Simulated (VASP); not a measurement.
A run of VASP 6.6.1 is set up as follows.

INCAR

```
  ALGO = Normal
  EDIFF = 1E-6
  ENCUT = 500
  GGA = PS
  GGA_COMPAT = F
  ISIF = 2
  ISMEAR = 0
  LASPH = T
  LCHARG = T
  LELF = T
  LREAL = F
  LVHAR = T
  LWAVE = F
  NBANDS = 16
  NELM = 120
  PREC = Accurate
  SIGMA = 0.02
```

File KPOINTS:

```
k-points
0
Gamma
  8 8 8
```

File POSCAR:

```
CdS
1.0
    0.0000000000      2.8833750000      2.8833750000
    2.8833750000      0.0000000000      2.8833750000
    2.8833750000      2.8833750000      0.0000000000
Cd S
1 1
Direct
    0.0000000000      0.0000000000      0.0000000000
    0.2500000000      0.2500000000      0.2500000000
```

Potentials or basis: VASP PAW PBE potentials, release 64 (Cd, S).

Launch:

```bash
$ cat potpaw_PBE.64/Cd/POTCAR potpaw_PBE.64/S/POTCAR > POTCAR
$ mpirun -np 1 vasp_std > vasp.out
```

What does it give for the band gap on the k mesh?

1.08 eV, direct.

Predict the pressure.

2.4 GPa.

Caveat: the cell differs from its parent crystal (strained cell); the PAW data sets were made with another functional, which shifts forces and pressure a little.
